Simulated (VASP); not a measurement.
# FePb (Pm-3m) in VASP: a series of runs

The runs below take FePb through single point, relaxation of cell and atoms, with PBE.

Everything below comes from runs of VASP 6.6.1. Logs are shortened: lines on timing, memory, paths and dates and some standing lists are left out, and cuts for length are marked.

**1. The cell of the first run**

Symmetry: Pm-3m, No. 221, cubic system. Conventional cell: a = 3.399 Å, b = 3.399 Å, c = 3.399 Å, α = 90.00°, β = 90.00°, γ = 90.00°. Within 3.9 Å of Fe (site symmetry m-3m) lie 8 Pb at 2.94 Å and 6 Fe at 3.40 Å. Pb (site symmetry m-3m) has 8 Fe at 2.94 Å and 6 Pb at 3.40 Å within 3.9 Å.

**2. Single point, PBE, collinear spin, ferromagnetic start**

Input file INCAR:

```
PREC = Accurate
ENCUT = 520
EDIFF = 1E-7
ISMEAR = 0
SIGMA = 0.1
LREAL = False
LASPH = True
NELM = 150
ALGO = Normal
ISIF = 2
LWAVE = False
LCHARG = False
ISPIN = 2
MAGMOM = 3.07 0
LORBIT = 11
LMAXMIX = 4
GGA = PE
NBANDS = 22
```

Input file KPOINTS:

```
regular mesh
0
Gamma
  12 12 12
```

Input file POSCAR:

```
FePb
1.0
    3.3986418556      0.0000000000      0.0000000000
    0.0000000000      3.3986418556      0.0000000000
    0.0000000000      0.0000000000      3.3986418556
Fe Pb
1 1
Direct
    0.0000000000      0.0000000000      0.0000000000
    0.5000000000      0.5000000000      0.5000000000
```

Potentials or basis: VASP PAW PBE potentials, release 64 (Fe, Pb_d).

On the command line:

```bash
cat potpaw_PBE.64/Fe/POTCAR potpaw_PBE.64/Pb_d/POTCAR > POTCAR
mpirun -np 1 vasp_std > vasp.out
```

OUTCAR:

```text
PREC = Accurate
   ENCUT = 520
   EDIFF = 1E-7
   ISMEAR = 0
   LREAL = False
   LASPH = True
   NELM = 150
   ISIF = 2
   ISPIN = 2
   LORBIT = 11
   GGA = PE

 ion  position               nearest neighbor table
   1  0.000  0.000  0.000-   2 2.94   2 2.94   2 2.94   2 2.94   2 2.94   2 2.94   2 2.94   2 2.94

   2  0.500  0.500  0.500-   1 2.94   1 2.94   1 2.94   1 2.94   1 2.94   1 2.94   1 2.94   1 2.94

  LATTYP: Found a simple cubic cell.
 ALAT       =     3.3986418556

  Lattice vectors:

 A1 = (   3.3986418556,   0.0000000000,   0.0000000000)
 A2 = (   0.0000000000,   3.3986418556,   0.0000000000)
 A3 = (   0.0000000000,   0.0000000000,   3.3986418556)

Analysis of symmetry for initial positions (statically):
=====================================================================
 Subroutine PRICEL returns:
 Original cell was already a primitive cell.

 Routine SETGRP: Setting up the symmetry group for a
 simple cubic supercell.

 Subroutine GETGRP returns: Found 48 space group operations
 (whereof 48 operations were pure point group operations)
 out of a pool of 48 trial point group operations.

The static configuration has the point symmetry O_h .

Analysis of symmetry for dynamics (positions and initial velocities):
=====================================================================
 Subroutine PRICEL returns:
 Original cell was already a primitive cell.

 Routine SETGRP: Setting up the symmetry group for a
 simple cubic supercell.

 Subroutine GETGRP returns: Found 48 space group operations
 (whereof 48 operations were pure point group operations)
 out of a pool of 48 trial point group operations.

The dynamic configuration has the point symmetry O_h .

Analysis of structural, dynamic, and magnetic symmetry:
=====================================================================
 Subroutine PRICEL returns:
 Original cell was already a primitive cell.

 Routine SETGRP: Setting up the symmetry group for a
 simple cubic supercell.

 Subroutine GETGRP returns: Found 48 space group operations
 (whereof 48 operations were pure point group operations)
 out of a pool of 48 trial point group operations.

The overall configuration has the point symmetry O_h .

 Subroutine INISYM returns: Found 48 space group operations
 (whereof 48 operations are pure point group operations),
 and found     1 'primitive' translations

----------------------------------------------------------------------------------------

                                     Primitive cell

  volume of cell :      39.2569
[... 112 lines left out ...]
  Thomas-Fermi vector in A             =   2.477284
   LORBIT       =     11    0 simple, 1 ext, 2 COOP (PROOUT), +10 PAW based schemes
   GGA     = PE    functional components
   LHFCALC =     F    Hartree Fock is set to
   AEXX    =    0.0000 exact exchange contribution
   IVDW    =     0    specifies the selected vdW correction
   LEPSILON=     F    determine dielectric tensor
   LRPA    =     F    only Hartree local field effects (RPA)
 spin polarized calculation
 Gauss-broadening in eV      SIGMA  =   0.10
  energy-cutoff  :      520.00
  volume of cell :       39.26
 maximum number of plane-waves:      1074
 NGX is ok and might be reduce to    28
   NGX = 13   NGY = 13   NGZ = 13

 number of electron      21.9999992 magnetization       2.5599159

 Free energy of the ion-electron system (eV)
  ---------------------------------------------------
  ext. energy  EPLUGINS =         0.00000000
  ---------------------------------------------------
  free energy    TOTEN  =       -10.43627343 eV

  energy without entropy =      -10.42625560  energy(sigma->0) =      -10.43126451

 E-fermi :   7.6802     XC(G=0): -11.4261

 val. band max:        7.6671931993   @ k =   0.1667   0.1667   0.0000
 cond. band min:       7.7024453695   @ k =   0.5000   0.3333   0.0833
 fundamental gap:      0.0352521703
 Fermi energy:         7.6801648831

 spin component 1

 k-point     1 :       0.0000    0.0000    0.0000
  band No.  band energies     occupation
      1      -9.3236      1.00000
      2      -9.3236      1.00000
      3      -8.9627      1.00000
      4      -8.9627      1.00000
      5      -8.9627      1.00000
      6      -4.1094      1.00000
[... 589 lines left out ...]
     21      23.4788      0.00000
     22      24.0111      0.00000

 [... further k-points ...]

 spin component 2

 k-point     1 :       0.0000    0.0000    0.0000
  band No.  band energies     occupation
      1      -9.3381      1.00000
      2      -9.3381      1.00000
      3      -8.9708      1.00000
      4      -8.9708      1.00000
      5      -8.9708      1.00000
      6      -4.1465      1.00000
[... 589 lines left out ...]
     21      23.7531      0.00000
     22      24.2813      0.00000

 [... further k-points ...]

------------------------ aborting loop because EDIFF is reached ----------------------------------------

  FORCE on cell =-STRESS in cart. coord.  units (eV):
  Direction    XX          YY          ZZ          XY          YZ          ZX
  --------------------------------------------------------------------------------------
  -------------------------------------------------------------------------------------
  Total       -0.0376256     -0.0376256     -0.0376256     -0.0000000     -0.0000000      0.0000000
  in kB       -1.5355994     -1.5355994     -1.5355994     -0.0000000     -0.0000000      0.0000000
  external PRESSURE =      -1.5355994 kB  Pullay stress =       0.0000000 kB

 VOLUME and BASIS-vectors are now :
 -----------------------------------------------------------------------------
  energy-cutoff  :      520.00
  volume of cell :       39.26
      direct lattice vectors                 reciprocal lattice vectors
     3.398641856  0.000000000  0.000000000     0.294235181  0.000000000  0.000000000
     0.000000000  3.398641856  0.000000000     0.000000000  0.294235181  0.000000000
     0.000000000  0.000000000  3.398641856     0.000000000  0.000000000  0.294235181

 POSITION                                       TOTAL-FORCE (eV/Angst)
 -----------------------------------------------------------------------------------
      0.00000      0.00000      0.00000         0.000000      0.000000      0.000000
      1.69932      1.69932      1.69932         0.000000      0.000000      0.000000
 -----------------------------------------------------------------------------------
    total drift:                                0.000000      0.000000      0.000000

  FREE ENERGIE OF THE ION-ELECTRON SYSTEM (eV)
  ---------------------------------------------------
  free  energy   TOTEN  =       -10.4362734261 eV

  energy  without entropy=      -10.4262555973  energy(sigma->0) =      -10.43126451

 total charge

# of ion       s       p       d       tot
------------------------------------------
    1        0.332   0.251   6.246   6.829
    2        1.313   0.940   9.829  12.083
--------------------------------------------------
tot          1.645   1.192  16.075  18.912

 magnetization (x)

# of ion       s       p       d       tot
------------------------------------------
    1        0.029   0.007   2.632   2.667
    2        0.029  -0.086   0.002  -0.055
--------------------------------------------------
tot          0.059  -0.080   2.633   2.612
```

OSZICAR:

```text
N       E                     dE             d eps       ncg     rms          rms(c)
DAV:   1     0.191052669857E+03    0.19105E+03   -0.10341E+04  7588   0.124E+03
DAV:   2     0.988227992278E+00   -0.19006E+03   -0.18103E+03  7476   0.304E+02
DAV:   3    -0.110740836648E+02   -0.12062E+02   -0.11884E+02  8766   0.903E+01
DAV:   4    -0.113615220060E+02   -0.28744E+00   -0.28729E+00  8674   0.144E+01
DAV:   5    -0.113722896538E+02   -0.10768E-01   -0.10767E-01  9776   0.278E+00    0.950E+00
DAV:   6    -0.134166141071E+02   -0.20443E+01   -0.26592E+01  8750   0.449E+01    0.215E+01
DAV:   7    -0.104174515944E+02    0.29992E+01   -0.10794E+01  8560   0.327E+01    0.273E+00
DAV:   8    -0.104462768797E+02   -0.28825E-01   -0.18720E-01  9616   0.290E+00    0.132E+00
DAV:   9    -0.104377250628E+02    0.85518E-02   -0.32985E-02 10040   0.179E+00    0.496E-01
DAV:  10    -0.104363460309E+02    0.13790E-02   -0.50012E-03 11492   0.495E-01    0.220E-01
DAV:  11    -0.104363134395E+02    0.32591E-04   -0.81874E-04 10122   0.318E-01    0.621E-02
DAV:  12    -0.104363044093E+02    0.90302E-05   -0.18642E-04 11248   0.943E-02    0.613E-02
DAV:  13    -0.104362754481E+02    0.28961E-04   -0.23890E-05 10848   0.394E-02    0.229E-02
DAV:  14    -0.104362735892E+02    0.18589E-05   -0.63926E-06 10148   0.171E-02    0.379E-03
DAV:  15    -0.104362734717E+02    0.11749E-06   -0.33614E-07  8796   0.355E-03    0.120E-03
DAV:  16    -0.104362734261E+02    0.45599E-07   -0.16244E-08  4932   0.133E-03
   1 F= -.10436273E+02 E0= -.10431265E+02  d E =-.100178E-01  mag=     2.5600
```

stdout:

```text
POSCAR found type information on POSCAR FePb
 POSCAR found :  2 types and       2 ions
 scaLAPACK will be used
 LDA part: xc-table for (Slater+PW92), standard interpolation
 POSCAR, INCAR and KPOINTS ok, starting setup
 FFT: planning ... GRIDC
 FFT: planning ... GRID_SOFT
 FFT: planning ... GRID
 WAVECAR not read
 entering main loop
```

It took 2.1 min on 1 thread of Intel Xeon Platinum 8259CL at 2.50GHz (Skylake/Cascade Lake), shared host; peak memory 0.25 GiB.

Results:

```yaml
Free_energy: -10.4363 eV
Pressure: -0.2 GPa
Net_moment: 2.56 μB per cell
Site_moments: Fe +2.67; Pb -0.06 μB
Valence_electrons_inside_the_program's_atomic_spheres: Fe 6.83; Pb 12.08
```

Levels at points of the mesh, in eV from the Fermi level:
Spin up:
| k point | band 10 | band 11 | band 12 | band 13 | band 14 | band 15 |
| --- | --- | --- | --- | --- | --- | --- |
| (0.00, 0.00, 0.00) | -2.12 | -2.12 | 2.40 | 2.40 | 2.40 | 4.28 |
| (0.50, 0.00, 0.00) | -2.69 | -2.16 | -1.63 | 6.20 | 6.20 | 7.16 |
| (0.50, 0.50, 0.00) | -2.32 | -2.32 | -1.80 | -1.35 | 0.73 | 7.22 |
| (0.50, 0.50, 0.50) | -1.79 | -1.79 | 1.66 | 1.66 | 1.66 | 2.58 |
Spin down:
| k point | band 7 | band 8 | band 9 | band 10 | band 11 | band 12 | band 13 | band 14 |
| --- | --- | --- | --- | --- | --- | --- | --- | --- |
| (0.00, 0.00, 0.00) | -0.83 | -0.83 | 0.46 | 0.46 | 0.46 | 2.44 | 2.44 | 2.44 |
| (0.50, 0.00, 0.00) | -5.91 | -0.77 | -0.52 | -0.52 | 0.41 | 0.80 | 6.61 | 6.61 |
| (0.50, 0.50, 0.00) | -3.40 | -3.40 | -1.15 | 0.15 | 0.15 | 0.74 | 1.08 | 2.00 |
| (0.50, 0.50, 0.50) | -2.92 | -2.92 | -2.92 | 0.77 | 0.77 | 2.73 | 2.73 | 2.73 |

Caveat: spin-orbit coupling is left out, which moves the levels of the heavy elements.

**3. Relaxation of cell and atoms, PBE, collinear spin, ferromagnetic start**

This run uses another cell than the first one, of 19.39 Å³/atom, 0.988 times its volume.

Input file INCAR:

```
PREC     = Accurate       # precision mode
ENCUT    = 600            # plane-wave cutoff, eV
EDIFF    = 1E-6           # SCF threshold, eV
ISMEAR   = 0              # smearing method
SIGMA    = 0.1            # smearing width, eV
LREAL    = False          # projectors in reciprocal space
LASPH    = True           # aspherical terms in the spheres
NELM     = 150            # most SCF steps
ALGO     = Normal         # electronic algorithm
ISIF     = 3              # what is computed and relaxed
LWAVE    = False          # write WAVECAR
LCHARG   = False          # write CHGCAR
ISPIN    = 2              # spin polarisation
MAGMOM   = 3.07 0         # initial moments
LORBIT   = 11             # projections on sites
LMAXMIX  = 4              # l up to which the mixer works
GGA      = PE             # functional
IBRION   = 2              # ionic algorithm
NSW      = 100            # ionic steps
EDIFFG   = -0.01          # ionic threshold
```

KPOINTS is that of step 2.

Input file POSCAR:

```
FePb
1.0
    3.3846257580      0.0000000000      0.0000000000
    0.0000000000      3.3846257580      0.0000000000
    0.0000000000      0.0000000000      3.3846257580
Fe Pb
1 1
Direct
    0.0000000000      0.0000000000      0.0000000000
    0.5000000000      0.5000000000      0.5000000000
```

Potentials or basis: VASP PAW PBE potentials, release 64 (Fe, Pb_d).

On the command line:

```bash
cat potpaw_PBE.64/Fe/POTCAR potpaw_PBE.64/Pb_d/POTCAR > POTCAR
mpirun -np 1 vasp_std > vasp.out
```

Run time: 3 min. Hardware: 1 thread of Intel Xeon Platinum 8259CL at 2.50GHz (Skylake/Cascade Lake), shared host; peak memory 0.26 GiB.

The run converged. Its results:

```yaml
Free_energy: -10.4359 eV
Relaxed_volume: 19.59 Å³/atom
Relaxed_cell: a = 3.396 Å, b = 3.396 Å, c = 3.396 Å, α = 90.00°, β = 90.00°, γ = 90.00°
Space_group_after_relaxing_to_0.05_Å: Pm-3m (No. 221)
Energy_gained_by_relaxing: 0.5 meV/atom
Ionic_steps: 3
Pressure_after_relaxing: 0.0 GPa
Net_moment: 2.56 μB per cell
Site_moments: Fe +2.66; Pb -0.06 μB
Valence_electrons_inside_the_program's_atomic_spheres: Fe 6.83; Pb 12.08
```

The path:
```csv
step,energy change (eV),largest force (eV/Å),pressure (GPa),volume (Å³)
1,0.0000,0.0000,0.75,38.77
2,-0.0009,0.0000,-0.20,39.29
3,-0.0009,0.0000,0.00,39.18
```

Final structure:
```xyz
2
Lattice="3.3964 0.0000 0.0000 0.0000 3.3964 0.0000 0.0000 0.0000 3.3964" Properties=species:S:1:pos:R:3 pbc="T T T"
Fe    0.0000    0.0000    0.0000
Pb    1.6982    1.6982    1.6982
```

Levels at points of the mesh, in eV from the Fermi level:
Spin up:
| k point | band 10 | band 11 | band 12 | band 13 | band 14 | band 15 |
| --- | --- | --- | --- | --- | --- | --- |
| (0.00, 0.00, 0.00) | -2.12 | -2.12 | 2.40 | 2.40 | 2.40 | 4.30 |
| (0.50, 0.00, 0.00) | -2.69 | -2.16 | -1.63 | 6.21 | 6.21 | 7.18 |
| (0.50, 0.50, 0.00) | -2.31 | -2.31 | -1.80 | -1.34 | 0.74 | 7.23 |
| (0.50, 0.50, 0.50) | -1.78 | -1.78 | 1.67 | 1.67 | 1.67 | 2.58 |
Spin down:
```tsv
k point	band 7	band 8	band 9	band 10	band 11	band 12	band 13	band 14
(0.00, 0.00, 0.00)	-0.83	-0.83	0.46	0.46	0.46	2.44	2.44	2.44
(0.50, 0.00, 0.00)	-5.92	-0.78	-0.52	-0.52	0.40	0.80	6.62	6.62
(0.50, 0.50, 0.00)	-3.40	-3.40	-1.15	0.15	0.15	0.75	1.08	2.01
(0.50, 0.50, 0.50)	-2.93	-2.93	-2.93	0.77	0.77	2.74	2.74	2.74
```

Caveat: spin-orbit coupling is left out, which moves the levels of the heavy elements.
